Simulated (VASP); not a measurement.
A run of VASP 6.6.1 is set up as follows.

INCAR

```
SYSTEM = Al6O
ALGO     = Normal         ! electronic algorithm
EDIFF    = 1E-6           ! SCF threshold, eV
ENCUT    = 520            ! plane-wave cutoff, eV
GGA      = PE             ! functional
ISIF     = 2              ! what is computed and relaxed
ISMEAR   = 0              ! smearing method
LASPH    = .TRUE.         ! aspherical terms in the spheres
LCHARG   = .FALSE.        ! write CHGCAR
LREAL    = .FALSE.        ! projectors in reciprocal space
LWAVE    = .FALSE.        ! write WAVECAR
NBANDS   = 21             ! bands
NELM     = 80             ! most SCF steps
PREC     = Accurate       ! precision mode
SIGMA    = 0.2            ! smearing width, eV
```

File KPOINTS:

```
k-points
0
G
  12 12 2
  0 0 0
```

POSCAR

```
Al6O
1.0
    2.8863947398      0.0000000000      0.0000000000
   -1.4431973699      2.4996911700      0.0000000000
    0.0000000000      0.0000000000     14.4880401722
Al O
6 1
Direct
    0.3333333333      0.6666666667      0.0694555379
    0.0000000000      0.0000000000      0.8617927624
    0.6666666667      0.3333333333      0.6992125218
    0.0000000000      0.0000000000      0.3815549177
    0.3333333333      0.6666666667      0.5407892922
    0.6666666667      0.3333333333      0.2240928845
    1.0000000000      0.0000000000      0.0041020835
```

Potentials or basis: VASP PAW PBE potentials, release 64 (Al, O).

The run is started by

```sh
$ cat potpaw_PBE.64/Al/POTCAR potpaw_PBE.64/O/POTCAR > POTCAR
$ mpirun -np 1 vasp_std > vasp.out
```

Task: Estimate the pressure.

Result: -0.1 GPa.

Task: Predict the band gap on the k mesh.

Result: Zero (bands 12 and 13 overlap by 4.06 eV).

Task: What does it give for the largest force?

Result: 0.020 eV/Å.

Forces in eV/Å, atoms in the order of the input:
```
Al   0.000  0.000 -0.015
Al   0.000  0.000  0.020
Al   0.000  0.000 -0.006
Al   0.000  0.000 -0.004
Al   0.000  0.000  0.009
Al   0.000  0.000  0.007
O    0.000  0.000 -0.010
```
